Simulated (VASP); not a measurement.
Wanted: the native input for a VASP 6.6.1 run.

* Task: single point
* Functional: RPBE
* Dispersion: D3(BJ)
* Potentials or basis: VASP PAW PBE potentials, release 64 (Hf_pv, O)
* Cutoff: 520 eV
* k mesh: 5 × 8 × 4
* Occupations: fermi-dirac, width 0.05 eV
* Spin: no spin polarisation
* Dipole correction: no
* Further INCAR settings: ALGO = Normal; EDIFF = 1e-06; NBANDS = 56

The structure of HfO2 lies in POSCAR:

```
HfO2
1.0
    5.4483376746      0.0000000000      0.0000000000
    0.0000000000      3.2406904721      0.0000000000
    0.0000000000      0.0000000000      6.3469720019
Hf O
4 8
Direct
    0.7456835744      0.7500000000      0.6142740718
    0.2543164256      0.2500000000      0.3857259282
    0.2456835744      0.7500000000      0.8857259282
    0.7543164256      0.2500000000      0.1142740718
    0.6420761832      0.2500000000      0.4275812765
    0.3579238168      0.7500000000      0.5724187235
    0.1420761832      0.2500000000      0.0724187235
    0.8579238168      0.7500000000      0.9275812765
    0.5268882764      0.2500000000      0.8347494564
    0.4731117236      0.7500000000      0.1652505436
    0.0268882764      0.2500000000      0.6652505436
    0.9731117236      0.7500000000      0.3347494564
```

One way to write it, as run:

INCAR

```
SYSTEM = HfO2
PREC = Accurate
ENCUT = 520
EDIFF = 1E-6
ISMEAR = -1
SIGMA = 0.05
LREAL = .FALSE.
LASPH = .TRUE.
NELM = 60
ALGO = Normal
ISIF = 2
LWAVE = .FALSE.
LCHARG = .FALSE.
GGA = RP
IVDW = 12
NBANDS = 56
```

KPOINTS

```
regular mesh
0
G
  5 8 4
  0 0 0
```

Potentials or basis: VASP PAW PBE potentials, release 64 (Hf_pv, O).

Run with:

```sh
$ cat potpaw_PBE.64/Hf_pv/POTCAR potpaw_PBE.64/O/POTCAR > POTCAR
$ mpirun -np 1 vasp_std > vasp.out
```

Results of the run:

```yaml
Pressure: -4.5 GPa
Largest_force: 0.065 eV/Å
Band_gap_on_the_k_mesh: 3.40 eV
Dispersion_energy_per_atom: -1.567 eV
```

Caveat: the cell stands under tension; the PAW data sets were made with another functional, which shifts forces and pressure a little; spin-orbit coupling is left out, which moves the levels of the heavy elements; an odd mesh through Γ misses points on the zone boundary, where band edges can lie.

It took 3.6 min on 1 thread of AMD EPYC 7R43 64-Core Processor (Zen 3), with other jobs on the host, peak memory 0.31 GiB.
